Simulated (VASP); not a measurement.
# Cu in VASP: single point with PBEsol

Aim: the single point of Cu with PBEsol.

Everything below comes from runs of VASP 6.6.1. Logs are shortened: lines on timing, memory, paths and dates and some standing lists are left out, and cuts for length are marked.

## 1. The cell of the first run

The typed cell holds 1 atom: a = 2.485 Å, b = 2.485 Å, c = 2.869 Å, α = 54.73°, β = 54.73°, γ = 70.53°.

## 2. Single point, PBEsol

File INCAR:

```
PREC     = Accurate       # precision mode
ENCUT    = 520            # plane-wave cutoff, eV
EDIFF    = 1E-6           # SCF threshold, eV
ISMEAR   = 0              # smearing method
SIGMA    = 0.15           # smearing width, eV
LREAL    = F              # projectors in reciprocal space
LASPH    = T              # aspherical terms in the spheres
NELM     = 80             # most SCF steps
ALGO     = Fast           # electronic algorithm
ISIF     = 2              # what is computed and relaxed
LWAVE    = F              # write WAVECAR
LCHARG   = T              # write CHGCAR
GGA      = PS             # functional
LELF     = T              # ELF
LVHAR    = T            
NBANDS   = 12             # bands
```

File KPOINTS:

```
Automatic mesh
0
Gamma
  24 24 24
```

File POSCAR:

```
Cu
1.0
    0.0000000000      2.0289522891      1.4344692684
    2.0289522891      0.0000000000      1.4344692684
    2.0289522891      2.0289522891      0.0000000000
Cu
1
Direct
    0.0000000000      0.0000000000      0.0000000000
```

Potentials or basis: VASP PAW PBE potentials, release 64 (Cu).

Started as:

```sh
$ cat potpaw_PBE.64/Cu/POTCAR > POTCAR
$ mpirun -np 1 vasp_std > vasp.out
```

OUTCAR:

```text
PREC = Accurate
   ENCUT = 520
   EDIFF = 1E-6
   ISMEAR = 0
   LREAL = F
   LASPH = T
   NELM = 80
   ISIF = 2
   GGA = PS

 ion  position               nearest neighbor table
   1  0.000  0.000  0.000-

  LATTYP: Found a body centered tetragonal cell.
 ALAT       =     2.8693718447
 C/A-ratio  =     0.9998489886

  Lattice vectors:

 A1 = (   0.0000000000,  -2.0289522891,  -1.4344692684)
 A2 = (   0.0000000000,   2.0289522891,  -1.4344692684)
 A3 = (   2.0289522891,   0.0000000000,   1.4344692684)

Analysis of symmetry for initial positions (statically):
=====================================================================
 Subroutine PRICEL returns:
 Original cell was already a primitive cell.

 Routine SETGRP: Setting up the symmetry group for a
 body centered tetragonal supercell.

 Subroutine GETGRP returns: Found 16 space group operations
 (whereof 16 operations were pure point group operations)
 out of a pool of 16 trial point group operations.

The static configuration has the point symmetry D_4h.

Analysis of symmetry for dynamics (positions and initial velocities):
=====================================================================
 Subroutine PRICEL returns:
 Original cell was already a primitive cell.

 Routine SETGRP: Setting up the symmetry group for a
 body centered tetragonal supercell.

 Subroutine GETGRP returns: Found 16 space group operations
 (whereof 16 operations were pure point group operations)
 out of a pool of 16 trial point group operations.

The dynamic configuration has the point symmetry D_4h.

 Subroutine INISYM returns: Found 16 space group operations
 (whereof 16 operations are pure point group operations),
 and found     1 'primitive' translations

----------------------------------------------------------------------------------------

                                     Primitive cell

  volume of cell :      11.8104

  direct lattice vectors                    reciprocal lattice vectors
     0.000000000  2.028952289  1.434469268    -0.246432606  0.246432606  0.348560970
     2.028952289  0.000000000  1.434469268     0.246432606 -0.246432606  0.348560970
     2.028952289  2.028952289  0.000000000     0.246432606  0.246432606 -0.348560970

  length of vectors
     2.484823831  2.484823831  2.869371845     0.492902433  0.492902433  0.492902433

  position of ions in fractional coordinates (direct lattice)
     0.000000000  0.000000000  0.000000000

  ion indices of the primitive-cell ions
   primitive index   ion index
                 1           1

----------------------------------------------------------------------------------------

 KPOINTS: Automatic mesh

Automatic generation of k-mesh.
 Grid dimensions read from file:
 generate k-points for:   24   24   24

 Generating k-lattice:

  Cartesian coordinates                     Fractional coordinates (reciprocal lattice)
    -0.010268025  0.010268025  0.014523374     0.041666667 -0.000000000  0.000000000
     0.010268025 -0.010268025  0.014523374    -0.000000000  0.041666667  0.000000000
     0.010268025  0.010268025 -0.014523374     0.000000000  0.000000000  0.041666667

  Length of vectors
     0.020537601  0.020537601  0.020537601

  Shift w.r.t. Gamma in fractional coordinates (k-lattice)
     0.000000000  0.000000000  0.000000000

 Subroutine IBZKPT returns following result:
 ===========================================

 Found   1063 irreducible k-points:

 Following reciprocal coordinates:
            Coordinates               Weight
  0.000000  0.000000  0.000000      1.000000
  0.041667 -0.000000  0.000000      8.000000
  0.083333  0.000000  0.000000      8.000000
  0.125000  0.000000  0.000000      8.000000
  0.166667  0.000000  0.000000      8.000000
  0.208333  0.000000  0.000000      8.000000
[... 16 lines left out ...]
  0.416667  0.041667  0.000000      8.000000
  0.458333  0.041667  0.000000      8.000000
 [... further k-points ...]
   k-points           NKPTS =   1063   k-points in BZ     NKDIM =   1063   number of bands    NBANDS=     12
   number of dos      NEDOS =    301   number of ions     NIONS =      1
   total plane-waves  NPLWV =   7776
   dimension x,y,z NGX =    18 NGY =   18 NGZ =   24
   dimension x,y,z NGXF=    36 NGYF=   36 NGZF=   48
   ions per type =               1
   NGX,Y,Z   is equivalent  to a cutoff of  12.04, 12.04, 13.91 a.u.
   NGXF,Y,Z  is equivalent  to a cutoff of  24.09, 24.09, 27.81 a.u.
 SYSTEM =  unknown system
   PREC   = accura    normal or accurate (medium, high low for compatibility)
   ISTART =      0    job   : 0-new  1-cont  2-samecut
   ICHARG =      2    charge: 1-file 2-atom 10-const
   ISPIN  =      1    spin polarized calculation?
   LNONCOLLINEAR =      F non collinear calculations
   LSORBIT =      F    spin-orbit coupling
   LASPH  =      T    aspherical Exc in radial PAW
   ENCUT  =  520.0 eV  38.22 Ry    6.18 a.u.   4.62  4.62  5.34*2*pi/ulx,y,z
   NELM   =     80;   NELMIN=  2; NELMDL= -5     # of ELM steps
   EDIFF  = 0.1E-05   stopping-criterion for ELM
   LREAL  =      F    real-space projection
   EDIFFG = 0.1E-04   stopping-criterion for IOM
   NSW    =      0    number of steps for IOM
   IBRION =     -1    ionic relax: 0-MD 1-quasi-New 2-CG
   NFREE  =      0    steps in history (QN), initial steepest desc. (CG)
   ISIF   =      2    stress and relaxation
   ISYM   =      2    0-nonsym 1-usesym 2-fastsym
   POTIM  = 0.5000    time-step for ionic-motion
   TEBEG  =    0.0;   TEEND  =   0.0 temperature during run
   PSTRESS=    0.0 pullay stress
   NELECT =      11.0000    total number of electrons
   NUPDOWN=      -1.0000    fix difference up-down
   EMIN   =  10.00;   EMAX   =-10.00  energy-range for DOS
   EFERMI =   0.00;   METHOD = LEGACY
   ISMEAR =     0;   SIGMA  =   0.15  broadening in eV -4-tet -1-fermi 0-gaus
   EFERMI_NEDOS =   21; number of points for ismear=-14 and -15
   IALGO  =     68    algorithm
   IMIX   =      4    mixing-type and parameters
     AMIX     =   0.40;   BMIX     =  1.00
     AMIX_MAG =   1.60;   BMIX_MAG =  1.00
  volume/ion in A,a.u.               =      11.81        79.70
  Fermi-wavevector in a.u.,A,eV,Ry     =   1.598763  3.021224 34.777078  2.556043
  Thomas-Fermi vector in A             =   2.696162
   LORBIT       =      0    0 simple, 1 ext, 2 COOP (PROOUT), +10 PAW based schemes
   GGA     = PS    functional components
   LHFCALC =     F    Hartree Fock is set to
   AEXX    =    0.0000 exact exchange contribution
   IVDW    =     0    specifies the selected vdW correction
   LEPSILON=     F    determine dielectric tensor
   LRPA    =     F    only Hartree local field effects (RPA)
 non-spin polarized calculation
 RMM-DIIS sequential band-by-band and
 Gauss-broadening in eV      SIGMA  =   0.15
  energy-cutoff  :      520.00
  volume of cell :       11.81
 maximum number of plane-waves:       331
   NGX =  9   NGY =  9   NGZ = 11

 number of electron      10.9999991 magnetization

 Free energy of the ion-electron system (eV)
  ---------------------------------------------------
  ext. energy  EPLUGINS =         0.00000000
  ---------------------------------------------------
  free energy    TOTEN  =        -4.26504321 eV

  energy without entropy =       -4.26036636  energy(sigma->0) =       -4.26270478

 E-fermi :   7.3893     XC(G=0): -12.9093

 val. band max:        7.3838780866   @ k =  -0.2917   0.0833   0.2083
 cond. band min:       7.3901367904   @ k =   0.5000   0.1667   0.3333
 fundamental gap:      0.0062587037
 Fermi energy:         7.3892943394

 k-point     1 :       0.0000    0.0000    0.0000
  band No.  band energies     occupation
      1      -1.9823      2.00000
      2       4.2942      2.00000
      3       4.2948      2.00000
      4       4.2948      2.00000
      5       5.3167      2.00000
      6       5.3173      2.00000
      7      32.4443      0.00000
      8      32.4443      0.00000
      9      32.4477      0.00000
     10      35.7895      0.00000
     11      35.8223      0.00000
     12      36.3413      0.00000

 k-point     2 :       0.0417   -0.0000    0.0000
  band No.  band energies     occupation
      1      -1.9153      2.00000
      2       4.2819      2.00000
      3       4.2944      2.00000
      4       4.3204      2.00000
      5       5.3045      2.00000
      6       5.3178      2.00000
      7      31.6379      0.00000
      8      32.2600      0.00000
      9      32.2667      0.00000
     10      34.7773      0.00000
     11      34.7923      0.00000
     12      34.9497      0.00000

 k-point     3 :       0.0833    0.0000    0.0000
  band No.  band energies     occupation
      1      -1.7153      2.00000
      2       4.2449      2.00000
      3       4.2916      2.00000
      4       4.3967      2.00000
      5       5.2702      2.00000
      6       5.3207      2.00000
      7      29.7693      0.00000
      8      31.6262      0.00000
      9      31.8162      0.00000
     10      33.3595      0.00000
     11      33.9628      0.00000
     12      34.5095      0.00000
[... 286 lines left out ...]
 k-point    23 :       0.4167    0.0417    0.0000
  band No.  band energies     occupation
      1       2.2695      2.00000
      2       3.6573      2.00000
      3       5.0501      2.00000
      4       5.2759      2.00000
      5       5.9045      2.00000
      6       6.0480      2.00000
      7      13.5023      0.00000
      8      24.7842      0.00000
      9      25.0286      0.00000
     10      29.4375      0.00000
     11      31.9334      0.00000
     12      38.8595      0.00000

 k-point    24 :       0.4583    0.0417    0.0000
  band No.  band energies     occupation
      1       2.3712      2.00000
      2       3.6234      2.00000
      3       5.1770      2.00000
      4       5.2734      2.00000
      5       6.0060      2.00000
      6       6.6936      2.00000
      7      12.2603      0.00000
      8      24.4943      0.00000
      9      24.7995      0.00000
     10      29.3240      0.00000
     11      31.9140      0.00000
     12      39.5278      0.00000

 [... further k-points ...]

------------------------ aborting loop because EDIFF is reached ----------------------------------------

  FORCE on cell =-STRESS in cart. coord.  units (eV):
  Direction    XX          YY          ZZ          XY          YZ          ZX
  --------------------------------------------------------------------------------------
  -------------------------------------------------------------------------------------
  Total       -0.3904187     -0.3904187     -0.3903212      0.0000000     -0.0000000     -0.0000000
  in kB      -52.9634578    -52.9634578    -52.9502206      0.0000000     -0.0000000     -0.0000000
  external PRESSURE =     -52.9590454 kB  Pullay stress =       0.0000000 kB

 VOLUME and BASIS-vectors are now :
 -----------------------------------------------------------------------------
  energy-cutoff  :      520.00
  volume of cell :       11.81
      direct lattice vectors                 reciprocal lattice vectors
     0.000000000  2.028952289  1.434469268    -0.246432606  0.246432606  0.348560970
     2.028952289  0.000000000  1.434469268     0.246432606 -0.246432606  0.348560970
     2.028952289  2.028952289  0.000000000     0.246432606  0.246432606 -0.348560970

 POSITION                                       TOTAL-FORCE (eV/Angst)
 -----------------------------------------------------------------------------------
      0.00000      0.00000      0.00000        -0.000000      0.000000      0.000000
 -----------------------------------------------------------------------------------
    total drift:                                0.000000     -0.000000     -0.000000

  FREE ENERGIE OF THE ION-ELECTRON SYSTEM (eV)
  ---------------------------------------------------
  free  energy   TOTEN  =        -4.2650432102 eV

  energy  without entropy=       -4.2603663579  energy(sigma->0) =       -4.26270478
```

Run time: 3.8 min. Hardware: 1 thread of Intel Xeon 8259CL, shared host; peak memory 0.25 GiB.

Results:

```yaml
Free_energy: -4.2650 eV
Pressure: -5.3 GPa
```

Caveat: the PAW data sets were made with another functional, which shifts forces and pressure a little.
